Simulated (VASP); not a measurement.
## MgO: single point with r2SCAN

MgO:

```
CELL_PARAMETERS angstrom
0.00000 2.10217 2.10217
2.10217 0.00000 2.10217
2.10217 2.10217 0.00000
ATOMIC_POSITIONS crystal
Mg 0.00000 0.00000 0.00000
O 0.50000 0.50000 0.50000
```

* Program: VASP 6.6.1
* Task: single point
* Functional: r2SCAN
* Potentials or basis: VASP PAW PBE potentials, release 64 (Mg, O)
* Cutoff: 520 eV
* k mesh: 8 × 8 × 8
* Occupations: methfessel-paxton, width 0.05 eV
* Spin: no spin polarisation
* Dipole correction: no
* Further INCAR settings: ALGO = Normal; EDIFF = 1e-07; NBANDS = 11

* Pressure: -1.1 GPa
* Band gap on the k mesh: 5.66 eV, direct

Levels at points of the mesh, in eV from the valence-band top:
```tsv
k point	band 2	band 3	band 4	band 5	band 6	band 7
(0.00, 0.00, 0.00)	0.00	0.00	0.00	5.66	16.87	16.87
(0.50, 0.00, 0.00)	-4.64	-0.68	-0.68	8.84	13.87	17.48
(0.50, 0.50, 0.00)	-4.12	-1.38	-1.38	10.04	11.12	14.35
```

Run time: 17 s on 1 thread of Intel Xeon 6975P-C, with other jobs on the host, peak memory 0.14 GiB.

Caveat: the PAW data sets were made with another functional, which shifts forces and pressure a little. r2SCAN opens gaps a little over a GGA but as a rule still falls short of measured ones.
